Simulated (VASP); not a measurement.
Set up this calculation in VASP 6.6.1, as the native input.

```yaml
Task: relaxation of cell and atoms
Functional: PBE
Potentials_or_basis: VASP PAW PBE potentials, release 64 (W_sv, C)
Cutoff: 600 eV
k_mesh: 4 × 4 × 4
Occupations: gaussian, width 0.2 eV
Spin: no spin polarisation
Dipole_correction: no
Further_INCAR_settings: ALGO = Normal; EDIFF = 1e-07; IBRION = 2; EDIFFG = -0.08; NSW = 36; ISIF = 3
```

The structure of WC4 lies in POSCAR:

```
WC4
1.0
    2.5958457800     -3.4834417400      0.0000000000
    2.5958457800      3.4834417400      0.0000000000
    0.0000000000      0.0000000000      3.9193689800
W C
1 4
Direct
    0.5000000000      0.5000000000      0.3712892400
    0.4685547400      0.1708217200      0.4841271100
    0.5314452600      0.8291782800      0.4841271100
    0.8291782800      0.5314452600      0.4841271100
    0.1708217200      0.4685547400      0.4841271100
```

The input as run:

INCAR

```
PREC     = Accurate       # precision mode
ENCUT    = 600            # plane-wave cutoff, eV
EDIFF    = 1E-7           # SCF threshold, eV
ISMEAR   = 0              # smearing method
SIGMA    = 0.2            # smearing width, eV
LREAL    = F              # projectors in reciprocal space
LASPH    = T              # aspherical terms in the spheres
NELM     = 100            # most SCF steps
ALGO     = Normal         # electronic algorithm
ISIF     = 3              # what is computed and relaxed
LWAVE    = F              # write WAVECAR
LCHARG   = F              # write CHGCAR
GGA      = PE             # functional
IBRION   = 2              # ionic algorithm
NSW      = 36             # ionic steps
EDIFFG   = -0.08          # ionic threshold
```

KPOINTS

```
regular mesh
0
Gamma
  4 4 4
```

Potentials or basis: VASP PAW PBE potentials, release 64 (W_sv, C).

The run is started by

```bash
$ cat potpaw_PBE.64/W_sv/POTCAR potpaw_PBE.64/C/POTCAR > POTCAR
$ mpirun -np 1 vasp_std > vasp.out
```

It gave:

```yaml
Relaxed_volume: 11.24 Å³/atom
Relaxed_cell: a = 4.762 Å, b = 4.762 Å, c = 2.830 Å, α = 90.00°, β = 90.00°, γ = 118.84°
Space_group_after_relaxing_to_0.05_Å: Cmmm (No. 65)
Energy_gained_by_relaxing: 6725.9 meV/atom
Ionic_steps: 35
Pressure_after_relaxing: -0.2 GPa
Largest_force_after_relaxing: 0.052 eV/Å
Band_gap_on_the_k_mesh: zero (band 15 reaches 6.18 eV, above the bottom of band 16 at 4.16 eV)
```

Caveat: the k points lie up to 0.56 Å⁻¹ apart in the final cell; the volume moved by over 15 % at a fixed basis, so the end points are rough; spin-orbit coupling is left out, which moves the levels of the heavy elements; the relaxation stopped at a loose force limit of 0.08 eV/Å, so its end isn't a converged minimum.

Wall time 8.6 min on 1 thread of AMD EPYC 9R45 96-Core Processor (Zen 5), on a shared host, peak memory 0.2 GiB.
